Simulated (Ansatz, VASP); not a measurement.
HgTe: VASP beside Ansatz

INCAR

```
PREC     = Accurate       # precision mode
ENCUT    = 500            # plane-wave cutoff, eV
EDIFF    = 1E-6           # SCF threshold, eV
ISMEAR   = 0              # smearing method
SIGMA    = 0.023          # smearing width, eV
LREAL    = F              # projectors in reciprocal space
LASPH    = T              # aspherical terms in the spheres
NELM     = 120            # most SCF steps
ALGO     = Normal         # electronic algorithm
ISIF     = 2              # what is computed and relaxed
LWAVE    = F              # write WAVECAR
LCHARG   = T              # write CHGCAR
GGA      = PE             # functional
LELF     = T              # ELF
LVHAR    = T            
NBANDS   = 16             # bands
GGA_COMPAT= F
```

Contents of KPOINTS:

```
Automatic mesh
0
Gamma
  7 7 7
```

The input POSCAR:

```
HgTe
1.0
    0.0000000000      3.2145000000      3.2145000000
    3.2145000000      0.0000000000      3.2145000000
    3.2145000000      3.2145000000      0.0000000000
Hg Te
1 1
Direct
    0.0000000000      0.0000000000      0.0000000000
    0.7500000000      0.7500000000      0.7500000000
```

input.yaml

```yaml
crystal:
  lattice:
    - [0.0, 3.2145, 3.2145]
    - [3.2145, 0.0, 3.2145]
    - [3.2145, 3.2145, 0.0]
  atoms:
    - { symbol: Hg, position: [0.0, 0.0, 0.0] }
    - { symbol: Te, position: [0.75, 0.75, 0.75] }
kpoints:
  mp_grid: { grid: [7, 7, 7] }
scf:
  occupations: { method: gaussian, width: 0.023 }
hamiltonian:
  xc: pbe
  pseudopotentials: { kind: all_electron, lapw: { basis_error: 0.001 } }
output:
  forces: true
  stress: true
  eigenvalues: true
```

Alike in both runs: task single point; functional PBE; k mesh 7 × 7 × 7; occupations gaussian, width 0.023 eV; no spin polarisation.

```csv
,VASP,Ansatz
version,VASP 6.6.1,Ansatz 0.2.0
potentials or method,"VASP PAW PBE potentials, release 64 (Hg, Te), cutoff 500 eV","all-electron LAPW, scalar-relativistic"
```

```csv
,VASP,Ansatz,Ansatz less VASP
gap on the k mesh at the Fermi level (eV),none,none,-
pressure (GPa),4.6,4.6,-0.08
```

A gap of «none» marks a metal or a gap that the smearing closes. Ansatz ran all-electron here, and VASP with PAW potentials.

Neither program's run includes spin-orbit coupling.
